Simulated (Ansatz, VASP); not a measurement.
## One calculation of B2Ru3, two programs

```
CELL_PARAMETERS angstrom
5.03581 0.00000 0.00000
0.00000 5.03581 0.00000
0.00000 0.00000 5.03581
ATOMIC_POSITIONS crystal
B 0.25000 0.25000 0.25000
B 0.25000 0.75000 0.75000
B 0.75000 0.75000 0.25000
B 0.75000 0.25000 0.75000
Ru 0.00000 0.50000 0.50000
Ru 0.00000 0.50000 0.00000
Ru 0.50000 0.00000 0.50000
Ru 0.00000 0.00000 0.50000
Ru 0.50000 0.00000 0.00000
Ru 0.50000 0.50000 0.00000
```

Change from the starting cell: species swapped into the Mg3As2 type (Pn-3m, No. 224).

Alike in both runs: task single point; functional PBE; k mesh 4 × 4 × 4; occupations gaussian, width 0.1 eV; no spin polarisation.

|  | VASP | Ansatz |
| --- | --- | --- |
| version | VASP 6.6.1 | Ansatz 0.2.0 |
| potentials or method | VASP PAW PBE potentials, release 64 (B, Ru_pv), cutoff 520 eV | scalar-relativistic, plane waves, PAW |
| valence electrons in the cell | 96 | 108 |

```tsv
	VASP	Ansatz	Ansatz less VASP
gap on the k mesh at the Fermi level (eV)	none	none	-
pressure (GPa)	8.8	8.8	-0.03
```

A gap of «none» marks a metal or a gap that the smearing closes. VASP's potentials hold 96 valence electrons a cell and Ansatz's 108, so a difference there can come from the potentials and not from the codes.
